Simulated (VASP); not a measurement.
# C (Fddd) in VASP: further runs, part 2 of 2

VASP 6.6.1. Earlier steps stand in the parts before.

## 3. Single point, PBE

INCAR reads:

```
SYSTEM = C
PREC = Accurate ; ENCUT = 520
EDIFF = 1E-6 ; ISMEAR = 0
SIGMA = 0.05 ; LREAL = .FALSE.
LASPH = .TRUE. ; NELM = 80
ALGO = Normal ; ISIF = 2
LWAVE = .FALSE. ; LCHARG = .FALSE.
GGA = PE ; NBANDS = 11
```

KPOINTS reads:

```
regular mesh
0
G
  12 12 12
  0 0 0
```

POSCAR reads:

```
C
1.0
    0.0000000000      2.0693455676      1.7545907401
    1.5335926698      0.0000000000      1.7545907401
    1.5335926698      2.0693455676      0.0000000000
C
2
Direct
    0.5000000000      0.5000000000      0.5000000000
    0.7500000000      0.7500000000      0.7500000000
```

Potentials or basis: VASP PAW PBE potentials, release 64 (C).

On the command line:

```bash
cat potpaw_PBE.64/C/POTCAR > POTCAR
mpirun -np 1 vasp_std > vasp.out
```

Wall time 14 s (1 thread of Intel Xeon Platinum 8559C (Emerald Rapids), shared host); peak memory 0.13 GiB.

It converged, with:

```
Free energy            : -16.6660 eV
Pressure               : 12.8 GPa
Band gap on the k mesh : zero (band 4 reaches 12.10 eV, above the bottom of band 5 at 11.11 eV)
```

Stress tensor (GPa, compression positive):
```
 127.95    0.00    0.00
   0.00 -154.70    0.00
   0.00    0.00   65.19
```

Levels at points of the mesh, in eV from the Fermi level:
```csv
k point,band 1,band 2,band 3,band 4,band 5,band 6,band 7,band 8,band 9
"(0.00, 0.00, 0.00)",-23.17,-4.27,-0.53,0.57,3.09,4.73,6.73,10.09,18.59
"(0.50, 0.00, 0.00)",-16.99,-14.83,-6.49,-1.86,2.40,7.27,11.41,14.48,20.26
"(0.50, 0.50, 0.00)",-14.02,-14.02,-7.38,-7.38,3.70,3.70,12.17,12.17,18.73
"(0.50, 0.00, 0.50)",-16.49,-16.49,-5.05,-5.05,7.39,7.39,13.68,13.68,18.83
"(0.00, 0.50, 0.50)",-11.80,-11.80,-9.54,-9.54,0.34,0.34,14.58,14.58,21.78
```

Caveat: the cell differs from its parent crystal (strain +e along x and -e along y -0.1500, strain +e along z and -e/2 along x and y -0.0175).

## 4. Single point, PBE

INCAR reads:

```
PREC = Accurate ; ENCUT = 520
EDIFF = 1E-7 ; ISMEAR = 0
SIGMA = 0.05 ; LREAL = False
LASPH = True ; NELM = 60
ALGO = Normal ; ISIF = 2
LWAVE = False ; LCHARG = False
GGA = PE ; NBANDS = 11
```

KPOINTS reads:

```
Automatic mesh
0
Gamma
  12 12 12
```

POSCAR reads:

```
C
1.0
    0.0000000000      1.9153166095      1.6608339830
    1.7813783850      0.0000000000      1.6608339830
    1.7813783850      1.9153166095      0.0000000000
C
2
Direct
    0.5000000000      0.5000000000      0.5000000000
    0.7500000000      0.7500000000      0.7500000000
```

On the command line:

```bash
cat potpaw_PBE.64/C/POTCAR > POTCAR
mpirun -np 1 vasp_std > vasp.out
```

It took 16 s on 1 thread of Intel Xeon Platinum 8375C at 2.90GHz (Ice Lake), shared host; peak memory 0.13 GiB.

The run converged. Its results:

```yaml
Free_energy: -17.8506 eV
Pressure: 3.2 GPa
Band_gap_on_the_k_mesh: 1.57 eV, indirect (least direct gap 3.87 eV)
```

Stress tensor (GPa, compression positive):
```
 13.63   0.00   0.00
  0.00 -68.16   0.00
  0.00   0.00  64.21
```

Levels at points of the mesh, in eV from the valence-band top:
| k point | band 2 | band 3 | band 4 | band 5 | band 6 | band 7 |
| --- | --- | --- | --- | --- | --- | --- |
| (0.00, 0.00, 0.00) | -2.17 | -0.81 | 0.00 | 3.87 | 4.73 | 5.62 |
| (0.50, 0.00, 0.00) | -14.34 | -4.87 | -2.68 | 5.30 | 7.50 | 9.86 |
| (0.50, 0.50, 0.00) | -12.61 | -8.24 | -8.24 | 2.19 | 2.19 | 15.80 |
| (0.50, 0.00, 0.50) | -14.82 | -6.13 | -6.13 | 5.52 | 5.52 | 15.11 |
| (0.00, 0.50, 0.50) | -13.72 | -7.17 | -7.17 | 3.88 | 3.88 | 14.89 |

Caveat: the cell differs from its parent crystal (strain +e along x and -e along y -0.0375, strain +e along z and -e/2 along x and y -0.0700). A k mesh can miss the band edges.

## 5. Single point, PBE

INCAR reads:

```
  ALGO = Normal
  EDIFF = 1E-6
  ENCUT = 520
  GGA = PE
  ISIF = 2
  ISMEAR = 0
  LASPH = T
  LCHARG = T
  LELF = T
  LREAL = F
  LVHAR = T
  LWAVE = F
  NBANDS = 11
  NELM = 60
  PREC = Accurate
  SIGMA = 0.05
```

KPOINTS reads:

```
k-points
0
Gamma
  12 12 12
```

POSCAR reads:

```
C
1.0
    0.0000000000      1.9354073431      1.7545907401
    1.6675308942      0.0000000000      1.7545907401
    1.6675308942      1.9354073431      0.0000000000
C
2
Direct
    0.5000000000      0.5000000000      0.5000000000
    0.7500000000      0.7500000000      0.7500000000
```

On the command line:

```bash
cat potpaw_PBE.64/C/POTCAR > POTCAR
mpirun -np 1 vasp_std > vasp.out
```

Run time: 20 s. Hardware: 1 thread of Intel Xeon Platinum 8375C at 2.90GHz (Ice Lake), shared host; peak memory 0.14 GiB.

It converged, with:

```yaml
Free_energy: -17.7911 eV
Pressure: 3.7 GPa
Band_gap_on_the_k_mesh: 1.71 eV, indirect (least direct gap 3.95 eV)
```

Stress tensor (GPa, compression positive):
```
 63.59   0.00   0.00
  0.00 -81.01   0.00
  0.00   0.00  28.42
```

Levels at points of the mesh, in eV from the valence-band top:
```tsv
k point	band 1	band 2	band 3	band 4	band 5	band 6	band 7	band 8
(0.00, 0.00, 0.00)	-22.48	-2.38	-0.56	0.00	3.95	4.58	5.79	11.96
(0.50, 0.00, 0.00)	-16.63	-14.33	-4.97	-2.53	5.03	7.76	9.97	14.82
(0.50, 0.50, 0.00)	-13.47	-13.47	-7.37	-7.37	3.55	3.55	14.88	14.88
(0.50, 0.00, 0.50)	-14.96	-14.96	-5.96	-5.96	5.78	5.78	15.14	15.14
(0.00, 0.50, 0.50)	-12.66	-12.66	-8.15	-8.15	2.32	2.32	15.59	15.59
```

Caveat: the cell differs from its parent crystal (strain +e along x and -e along y -0.0750, strain +e along z and -e/2 along x and y -0.0175). A k mesh can miss the band edges.

## 6. Single point, PBE

INCAR reads:

```
ALGO = Normal
EDIFF = 1E-6
ENCUT = 520
GGA = PE
ISIF = 2
ISMEAR = 0
LASPH = T
LCHARG = F
LREAL = F
LWAVE = F
NBANDS = 11
NELM = 60
PREC = Accurate
SIGMA = 0.05
```

KPOINTS is that of step 5.

POSCAR reads:

```
C
1.0
    0.0000000000      1.9867503292      1.7858429925
    1.5849356558      0.0000000000      1.7858429925
    1.5849356558      1.9867503292      0.0000000000
C
2
Direct
    0.5000000000      0.5000000000      0.5000000000
    0.7500000000      0.7500000000      0.7500000000
```

Potentials or basis: VASP PAW PBE potentials, release 64 (C).

On the command line:

```bash
cat potpaw_PBE.64/C/POTCAR > POTCAR
mpirun -np 1 vasp_std > vasp.out
```

OUTCAR:

```text
EDIFF = 1E-6
   ENCUT = 520
   GGA = PE
   ISIF = 2
   ISMEAR = 0
   LASPH = T
   LREAL = F
   NELM = 60
   PREC = Accurate

 ion  position               nearest neighbor table
   1  0.500  0.500  0.500-   2 1.55   2 1.55   2 1.55   2 1.55
   2  0.750  0.750  0.750-   1 1.55   1 1.55   1 1.55   1 1.55

  LATTYP: Found a face centered orthorhombic cell.
 ALAT       =     3.1698713116
 B/A-ratio  =     1.1267605634
 C/A-ratio  =     1.2535211268

  Lattice vectors:

 A1 = (   0.0000000000,   1.9867503292,  -1.7858429925)
[... 514 lines left out ...]
      5      16.4117      0.00000
      6      18.6013      0.00000
      7      23.3032      0.00000
      8      25.1684      0.00000
      9      29.4547      0.00000
     10      33.5726      0.00000
     11      36.6665      0.00000

 [... further k-points ...]
[... 5 lines left out ...]
  --------------------------------------------------------------------------------------
  -------------------------------------------------------------------------------------
  Total        7.0472041     -7.4540326      1.9245090      0.0000000      0.0000000      0.0000000
  in kB     1003.9202908  -1061.8756666    274.1588896      0.0000000      0.0000000      0.0000000
  external PRESSURE =      72.0678379 kB  Pullay stress =       0.0000000 kB

 VOLUME and BASIS-vectors are now :
 -----------------------------------------------------------------------------
  energy-cutoff  :      520.00
  volume of cell :       11.25
      direct lattice vectors                 reciprocal lattice vectors
     0.000000000  1.986750329  1.785842992    -0.315470220  0.251667254  0.279979820
     1.584935656  0.000000000  1.785842992     0.315470220 -0.251667254  0.279979820
     1.584935656  1.986750329  0.000000000     0.315470220  0.251667254 -0.279979820

 POSITION                                       TOTAL-FORCE (eV/Angst)
 -----------------------------------------------------------------------------------
      1.58494      1.98675      1.78584         0.000000      0.000000      0.000000
      2.37740      2.98013      2.67876        -0.000000     -0.000000     -0.000000
 -----------------------------------------------------------------------------------
    total drift:                                0.000000     -0.000000      0.000000

  FREE ENERGIE OF THE ION-ELECTRON SYSTEM (eV)
  ---------------------------------------------------
  free  energy   TOTEN  =       -17.3568912660 eV

  energy  without entropy=      -17.3568509074  energy(sigma->0) =      -17.35687109
```

OSZICAR:

```text
N       E                     dE             d eps       ncg     rms          rms(c)
DAV:   1     0.120667997456E+01    0.12067E+01   -0.47738E+03  6521   0.699E+02
DAV:   2    -0.176004915267E+02   -0.18807E+02   -0.18100E+02  7933   0.126E+02
DAV:   3    -0.179555325079E+02   -0.35504E+00   -0.35420E+00  7162   0.132E+01
DAV:   4    -0.179560509408E+02   -0.51843E-03   -0.51842E-03  6643   0.642E-01
DAV:   5    -0.179560515198E+02   -0.57898E-06   -0.57897E-06  7030   0.199E-02    0.544E+00
DAV:   6    -0.175066091275E+02    0.44944E+00   -0.23294E-01  6403   0.341E+00    0.325E+00
DAV:   7    -0.173553600779E+02    0.15125E+00   -0.28335E-01  6610   0.381E+00    0.737E-01
DAV:   8    -0.173568451809E+02   -0.14851E-02   -0.76739E-03  6496   0.670E-01    0.406E-02
DAV:   9    -0.173568739742E+02   -0.28793E-04   -0.42391E-05  7241   0.529E-02    0.234E-02
DAV:  10    -0.173568912915E+02   -0.17317E-04   -0.12489E-05  6484   0.317E-02    0.460E-03
DAV:  11    -0.173568912660E+02    0.25531E-07   -0.13589E-07  4358   0.343E-03
   1 F= -.17356891E+02 E0= -.17356871E+02  d E =-.403586E-04
```

Run time: 19 s. Hardware: 1 thread of Intel Xeon Platinum 8375C at 2.90GHz (Ice Lake), shared host; peak memory 0.14 GiB.

Results:

- Free energy: -17.3569 eV
- Pressure: 7.2 GPa
- Band gap on the k mesh: 0.04 eV, indirect (least direct gap 3.02 eV)

Levels at points of the mesh, in eV from the valence-band top:
```tsv
k point	band 2	band 3	band 4	band 5	band 6	band 7
(0.00, 0.00, 0.00)	-3.44	-1.19	0.00	3.02	4.48	5.79
(0.50, 0.00, 0.00)	-14.91	-6.01	-2.65	3.53	6.88	10.42
(0.50, 0.50, 0.00)	-14.35	-7.49	-7.49	3.66	3.66	13.21
(0.50, 0.00, 0.50)	-15.96	-5.98	-5.98	6.06	6.06	13.98
(0.00, 0.50, 0.50)	-12.43	-9.35	-9.35	0.74	0.74	15.09
```

Caveat: the cell differs from its parent crystal (strain +e along x and -e along y -0.1125, strain +e along z and -e/2 along x and y +0.0000). A k mesh can miss the band edges.

## 7. Overview

```csv
cell,gap on the mesh (eV),pressure (GPa)
"a = 2.697, b = 2.305, c = 2.619 Å, angles 66.1, 51.4, 62.6°, 2 atoms",none,14.1
"a = 2.713, b = 2.330, c = 2.576 Å, angles 66.9, 52.2, 60.9°, 2 atoms",none,12.8
"a = 2.535, b = 2.436, c = 2.616 Å, angles 60.1, 56.4, 63.5°, 2 atoms",1.57,3.2
"a = 2.612, b = 2.421, c = 2.555 Å, angles 63.3, 55.9, 60.9°, 2 atoms",1.71,3.7
"a = 2.671, b = 2.388, c = 2.541 Å, angles 65.5, 54.5, 60.0°, 2 atoms",0.04,7.2
```

Alike in all rows: task single point; level PBE; potentials or basis VASP PAW PBE potentials, release 64 (C); no spin polarisation; k mesh 12 × 12 × 12; cutoff (eV) 520; smearing gaussian 0.05 eV.

Absolute energies hang on the potentials; compare differences alone.
